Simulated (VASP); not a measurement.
Si16N (a cell with a defect), 17 atoms in the cell. The cell holds a defect, 17 atoms: a = 7.679 Å, b = 7.679 Å, c = 7.679 Å, α = 60.00°, β = 60.00°, γ = 60.00°. 

| Item | Value |
| --- | --- |
| Program | VASP 6.6.1 |
| Task | single point |
| Functional | PBE |
| Potentials or basis | VASP PAW PBE potentials, release 64 (Si, N) |
| Cutoff | 520 eV |
| k mesh | 2 × 2 × 2 |
| Occupations | fermi-dirac, width 0.05 eV |
| Spin | collinear spin, ferromagnetic start |
| Starting moments | [0.0, 0.0, 0.0, 0.0, 0.0, 0.0, 0.0, 0.0, 0.0, 0.0, 0.0, 0.0, 0.0, 0.0, 0.0, 0.0, 1.0] μB |
| Dipole correction | no |
| Further INCAR settings | LREAL = Auto; ALGO = Normal; EDIFF = 1e-06; NBANDS = 52 |

Potentials or basis: VASP PAW PBE potentials, release 64 (Si, N).

Run with:

```bash
$ cat potpaw_PBE.64/Si/POTCAR potpaw_PBE.64/N/POTCAR > POTCAR
$ mpirun -np 1 vasp_std > vasp.out
```

Hardware: 1 thread of AMD EPYC 9R45 96-Core Processor (Zen 5), with other jobs on the host.

**Question.** Estimate the wall time of this run.

**Answer.** Wall time 5.2 min on 1 thread of AMD EPYC 9R45 96-Core Processor (Zen 5), on a shared host, peak memory 0.68 GiB. Counts: scf iterations 17, k points 8.
